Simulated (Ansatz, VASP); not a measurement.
**Li3NiPd: VASP beside Ansatz**

```xyz
5
Lattice="3.8527 0.0000 0.0000 0.0000 3.8527 0.0000 0.0000 0.0000 3.8527" Properties=species:S:1:pos:R:3 pbc="T T T"
Li    0.0000    1.9264    1.9264
Li    1.9264    0.0000    1.9264
Li    1.9264    1.9264    0.0000
Ni    0.0000    0.0000    0.0000
Pd    1.9264    1.9264    1.9264
```

Alike in both runs: task relaxation of cell and atoms; functional PBE; k mesh 4 × 4 × 4; occupations gaussian, width 0.1 eV; no spin polarisation.

|  | VASP | Ansatz |
| --- | --- | --- |
| version | VASP 6.6.1 | Ansatz 0.2.0 |
| potentials or method | VASP PAW PBE potentials, release 64 (Li_sv, Ni_sv_GW, Pd_sv_GW), cutoff 750 eV | scalar-relativistic, plane waves, PAW |
| valence electrons in the cell | 45 | 45 |

|  | VASP | Ansatz | Ansatz less VASP |
| --- | --- | --- | --- |
| gap on the k mesh at the Fermi level, each at its own relaxed structure (eV) | none | none | - |
| relaxed volume (Å³/atom) | 17.83 | 18.50 | +0.669 |
| relaxed cell length with the largest relative difference (Å) | 4.467 | 4.522 | +0.0552 |

A gap of «none» marks a metal or a gap that the smearing closes.

The k mesh is coarse, so the values compare programs but aren't converged. Noted on VASP's run: the volume moved by over 15 % at a fixed basis, so the end points are rough.
